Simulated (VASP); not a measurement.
Input of a VASP 6.6.1 run:

POSCAR

```
Sb
1.0
    2.1706020527      1.2531976795      3.8710910875
   -2.1706020527      1.2531976795      3.8710910875
    0.0000000000     -2.5063953589      3.8710910875
Sb
2
Direct
    0.2313018333      0.2313018333      0.2313018333
    0.7686981667      0.7686981667      0.7686981667
```

The input INCAR.step1:

```
ALGO     = Normal         # electronic algorithm
EDIFF    = 1E-4           # SCF threshold, eV
ENCUT    = 520            # plane-wave cutoff, eV
GGA      = PE             # functional
ISMEAR   = 0              # smearing method
LASPH    = T              # aspherical terms in the spheres
LCHARG   = F              # write CHGCAR
LREAL    = F              # projectors in reciprocal space
LWAVE    = T              # write WAVECAR
NBANDS   = 12             # bands
NELM     = 60             # most SCF steps
PREC     = Accurate       # precision mode
SIGMA    = 0.2            # smearing width, eV
```

File INCAR.step2:

```
ALGO     = Normal         # electronic algorithm
EDIFF    = 1E-6           # SCF threshold, eV
ENCUT    = 520            # plane-wave cutoff, eV
ISIF     = 2              # what is computed and relaxed
ISMEAR   = 0              # smearing method
ISTART   = 1            
LASPH    = T              # aspherical terms in the spheres
LCHARG   = F              # write CHGCAR
LMIXTAU  = T            
LREAL    = F              # projectors in reciprocal space
LWAVE    = F              # write WAVECAR
METAGGA  = R2SCAN         # meta-GGA
NBANDS   = 12             # bands
NELM     = 60             # most SCF steps
PREC     = Accurate       # precision mode
SIGMA    = 0.2            # smearing width, eV
```

KPOINTS

```
k-points
0
Gamma
  9 9 9
```

Potentials or basis: VASP PAW PBE potentials, release 64 (Sb).

Run with:

```sh
$ cat potpaw_PBE.64/Sb/POTCAR > POTCAR
$ cp INCAR.step1 INCAR
$ mpirun -np 1 vasp_std > vasp.out
$ cp INCAR.step2 INCAR
$ mpirun -np 1 vasp_std > vasp.out
```

Q: What does it give for the largest force?

A: 0.049 eV/Å.

Q: Predict the band gap on the k mesh.

A: 0.13 eV, indirect (least direct gap 0.58 eV).

Q: What does it give for the pressure?

A: 0.1 GPa.

Stress tensor (GPa, compression positive):
```
0.15 0.00 0.00
0.00 0.15 0.00
0.00 0.00 0.07
```

Caveat: the PAW data sets were made with another functional, which shifts forces and pressure a little; spin-orbit coupling is left out, which moves the levels of the heavy elements. A k mesh can miss the band edges.
